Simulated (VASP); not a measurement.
# PbS (Fm-3m) in VASP: notebook, part 2 of 2

VASP 6.6.1. Earlier steps stand in the parts before.

**5. Single point, PBE (volume scaled by 1.02)**

The input, INCAR:

```
ALGO = Normal
EDIFF = 1E-6
ENCUT = 520
GGA = PE
ISIF = 2
ISMEAR = -1
LASPH = T
LCHARG = T
LELF = T
LREAL = F
LVHAR = T
LWAVE = F
NBANDS = 17
NELM = 60
PREC = Accurate
SIGMA = 0.01
```

The input, KPOINTS:

```
k-points
0
Gamma
  8 8 8
```

The input, POSCAR:

```
PbS
1.0
    0.0000000000      2.9846363338      2.9846363338
    2.9846363338      0.0000000000      2.9846363338
    2.9846363338      2.9846363338      0.0000000000
Pb S
1 1
Direct
    0.0000000000      0.0000000000      0.0000000000
    0.5000000000      0.5000000000      0.5000000000
```

Potentials or basis: VASP PAW PBE potentials, release 64 (Pb_d, S).

Started as:

```sh
$ cat potpaw_PBE.64/Pb_d/POTCAR potpaw_PBE.64/S/POTCAR > POTCAR
$ mpirun -np 1 vasp_std > vasp.out
```

OUTCAR:

```text
EDIFF = 1E-6
   ENCUT = 520
   GGA = PE
   ISIF = 2
   ISMEAR = -1
   LASPH = T
   LREAL = F
   NELM = 60
   PREC = Accurate

 ion  position               nearest neighbor table
   1  0.000  0.000  0.000-   2 2.98   2 2.98   2 2.98   2 2.98   2 2.98   2 2.98
   2  0.500  0.500  0.500-   1 2.98   1 2.98   1 2.98   1 2.98   1 2.98   1 2.98

  LATTYP: Found a face centered cubic cell.
 ALAT       =     5.9692726676

  Lattice vectors:

 A1 = (   0.0000000000,   2.9846363338,   2.9846363338)
 A2 = (   2.9846363338,   0.0000000000,   2.9846363338)
 A3 = (   2.9846363338,   2.9846363338,   0.0000000000)

Analysis of symmetry for initial positions (statically):
=====================================================================
 Subroutine PRICEL returns:
 Original cell was already a primitive cell.

 Routine SETGRP: Setting up the symmetry group for a
 face centered cubic supercell.

 Subroutine GETGRP returns: Found 48 space group operations
 (whereof 48 operations were pure point group operations)
 out of a pool of 48 trial point group operations.

The static configuration has the point symmetry O_h .

Analysis of symmetry for dynamics (positions and initial velocities):
=====================================================================
 Subroutine PRICEL returns:
 Original cell was already a primitive cell.

 Routine SETGRP: Setting up the symmetry group for a
 face centered cubic supercell.

 Subroutine GETGRP returns: Found 48 space group operations
 (whereof 48 operations were pure point group operations)
 out of a pool of 48 trial point group operations.

The dynamic configuration has the point symmetry O_h .

 Subroutine INISYM returns: Found 48 space group operations
 (whereof 48 operations are pure point group operations),
 and found     1 'primitive' translations
[... 102 lines left out ...]
   ISYM   =      2    0-nonsym 1-usesym 2-fastsym
   POTIM  = 0.5000    time-step for ionic-motion
   TEBEG  =    0.0;   TEEND  =   0.0 temperature during run
   PSTRESS=    0.0 pullay stress
   NELECT =      20.0000    total number of electrons
   NUPDOWN=      -1.0000    fix difference up-down
   EMIN   =  10.00;   EMAX   =-10.00  energy-range for DOS
   EFERMI =   0.00;   METHOD = LEGACY
   ISMEAR =    -1;   SIGMA  =   0.01  broadening in eV -4-tet -1-fermi 0-gaus
   EFERMI_NEDOS =   21; number of points for ismear=-14 and -15
   IALGO  =     38    algorithm
   IMIX   =      4    mixing-type and parameters
     AMIX     =   0.40;   BMIX     =  1.00
     AMIX_MAG =   1.60;   BMIX_MAG =  1.00
  volume/ion in A,a.u.               =      26.59       179.42
  Fermi-wavevector in a.u.,A,eV,Ry     =   1.181726  2.233138 19.000210  1.396476
  Thomas-Fermi vector in A             =   2.317994
   LORBIT       =      0    0 simple, 1 ext, 2 COOP (PROOUT), +10 PAW based schemes
   GGA     = PE    functional components
   LHFCALC =     F    Hartree Fock is set to
   AEXX    =    0.0000 exact exchange contribution
   IVDW    =     0    specifies the selected vdW correction
   LEPSILON=     F    determine dielectric tensor
   LRPA    =     F    only Hartree local field effects (RPA)
 non-spin polarized calculation
  energy-cutoff  :      520.00
  volume of cell :       53.17
 maximum number of plane-waves:      1459
   NGX = 15   NGY = 15   NGZ = 15

 number of electron      20.0000001 magnetization

 Free energy of the ion-electron system (eV)
  ---------------------------------------------------
  ext. energy  EPLUGINS =         0.00000000
  ---------------------------------------------------
  free energy    TOTEN  =        -8.76637404 eV

  energy without entropy =       -8.76637404  energy(sigma->0) =       -8.76637404

 E-fermi :   5.7772     XC(G=0):  -9.5930

 val. band max:        5.5538107842   @ k =   0.5000   0.0000   0.0000
 cond. band min:       5.9862948229   @ k =   0.5000   0.0000   0.0000
 fundamental gap:      0.4324840387
 Fermi energy:         5.7772325364

 k-point     1 :       0.0000    0.0000    0.0000
  band No.  band energies     occupation
      1     -11.2203      2.00000
      2     -11.2203      2.00000
      3     -11.2203      2.00000
      4     -11.2034      2.00000
      5     -11.2034      2.00000
      6      -7.8532      2.00000
[... 457 lines left out ...]
      4     -11.1930      2.00000
      5     -11.1736      2.00000
      6      -6.4472      2.00000
[... 9 lines left out ...]
     16      16.4946      0.00000
     17      16.7266      0.00000

 [... further k-points ...]
[... 5 lines left out ...]
  --------------------------------------------------------------------------------------
  -------------------------------------------------------------------------------------
  Total        0.3325701      0.3325701      0.3325701     -0.0000000      0.0000000      0.0000000
  in kB       10.0205044     10.0205044     10.0205044     -0.0000000      0.0000000      0.0000000
  external PRESSURE =      10.0205044 kB  Pullay stress =       0.0000000 kB

 VOLUME and BASIS-vectors are now :
 -----------------------------------------------------------------------------
  energy-cutoff  :      520.00
  volume of cell :       53.17
      direct lattice vectors                 reciprocal lattice vectors
     0.000000000  2.984636334  2.984636334    -0.167524597  0.167524597  0.167524597
     2.984636334  0.000000000  2.984636334     0.167524597 -0.167524597  0.167524597
     2.984636334  2.984636334  0.000000000     0.167524597  0.167524597 -0.167524597

 POSITION                                       TOTAL-FORCE (eV/Angst)
 -----------------------------------------------------------------------------------
      0.00000      0.00000      0.00000         0.000000      0.000000     -0.000000
      2.98464      2.98464      2.98464        -0.000000     -0.000000      0.000000
 -----------------------------------------------------------------------------------
    total drift:                                0.000000     -0.000000     -0.000000

  FREE ENERGIE OF THE ION-ELECTRON SYSTEM (eV)
  ---------------------------------------------------
  free  energy   TOTEN  =        -8.7663740440 eV

  energy  without entropy=       -8.7663740440  energy(sigma->0) =       -8.76637404
```

OSZICAR:

```text
N       E                     dE             d eps       ncg     rms          rms(c)
DAV:   1     0.162247782080E+03    0.16225E+03   -0.97009E+03   986   0.123E+03
DAV:   2     0.344739226535E+01   -0.15880E+03   -0.15261E+03  1030   0.316E+02
DAV:   3    -0.895475789128E+01   -0.12402E+02   -0.12307E+02  1344   0.933E+01
DAV:   4    -0.925417466787E+01   -0.29942E+00   -0.29909E+00  1255   0.159E+01
DAV:   5    -0.926587428980E+01   -0.11700E-01   -0.11699E-01  1480   0.306E+00    0.449E+00
DAV:   6    -0.876197798076E+01    0.50390E+00   -0.14507E+00  1545   0.801E+00    0.316E+00
DAV:   7    -0.876294763902E+01   -0.96966E-03   -0.14282E-01  1118   0.187E+00    0.183E+00
DAV:   8    -0.876666087989E+01   -0.37132E-02   -0.16365E-02  1143   0.137E+00    0.276E-01
DAV:   9    -0.876617727540E+01    0.48360E-03   -0.35058E-03  1534   0.509E-01    0.862E-02
DAV:  10    -0.876636540505E+01   -0.18813E-03   -0.37566E-04  1136   0.111E-01    0.572E-02
DAV:  11    -0.876637312782E+01   -0.77228E-05   -0.64123E-05  1351   0.860E-02    0.180E-02
DAV:  12    -0.876637404401E+01   -0.91619E-06   -0.43760E-06  1300   0.210E-02
   1 F= -.87663740E+01 E0= -.87663740E+01  d E =-.357311E-11
```

Wall time 8.7 s (1 thread of Intel Xeon 6975P-C (Granite Rapids), shared host); peak memory 0.18 GiB.

Results:

* Free energy: -8.7664 eV
* Pressure: 1.0 GPa
* Band gap on the k mesh: 0.43 eV, direct

Caveat: spin-orbit coupling is left out, which moves the levels of the heavy elements.

**6. The runs side by side**

| cell | gap on the mesh (eV) | pressure (GPa) |
| --- | --- | --- |
| a = 4.165 Å, angles 60.0°, 2 atoms | 0.28 | 3.5 |
| a = 4.179 Å, angles 60.0°, 2 atoms | 0.32 | 2.8 |
| a = 4.207 Å, angles 60.0°, 2 atoms | 0.40 | 1.6 |
| a = 4.221 Å, angles 60.0°, 2 atoms | 0.43 | 1.0 |

Alike in all rows: task single point; level PBE; potentials or basis VASP PAW PBE potentials, release 64 (Pb_d, S); no spin polarisation; k mesh 8 × 8 × 8; cutoff (eV) 520; smearing fermi-dirac 0.01 eV.

Caveats: spin-orbit coupling is left out, which moves the levels of the heavy elements.

Absolute energies hang on the potentials; compare differences alone.
